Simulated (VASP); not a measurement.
**TePb: single point with revPBE**

Crystal: TePb.

```
Pb Te
1.0
     0.00000    3.18733    3.18733
     3.18733    0.00000    3.18733
     3.18733    3.18733    0.00000
Pb Te
1 1
Cartesian
  0.0000 0.0000 0.0000
  3.1873 3.1873 3.1873
```

```
Program                : VASP 6.6.1
Task                   : single point
Functional             : revPBE
Potentials or basis    : VASP PAW PBE potentials, release 64 (Pb_d, Te)
Cutoff                 : 520 eV
k mesh                 : 7 × 7 × 7
Occupations            : fermi-dirac, width 0.05 eV
Spin                   : no spin polarisation
Dipole correction      : no
Further INCAR settings : ALGO = Normal; EDIFF = 1e-06; NBANDS = 17
```

```
Pressure : 5.3 GPa
```

Levels at points of the mesh, in eV from the Fermi level:
```tsv
k point	band 7	band 8	band 9	band 10	band 11	band 12	band 13	band 14
(0.00, 0.00, 0.00)	-5.86	-1.91	-1.91	-1.91	3.75	3.75	3.75	5.31
```

Run time: 63 s on 1 thread of AMD EPYC 7R13, with other jobs on the host, peak memory 0.18 GiB.

Caveat: this odd mesh misses L, where the gap lies, so gap, dielectric constants and Born charges aren't listed; the PAW data sets were made with another functional, which shifts forces and pressure a little; spin-orbit coupling is left out, which moves the levels of the heavy elements.
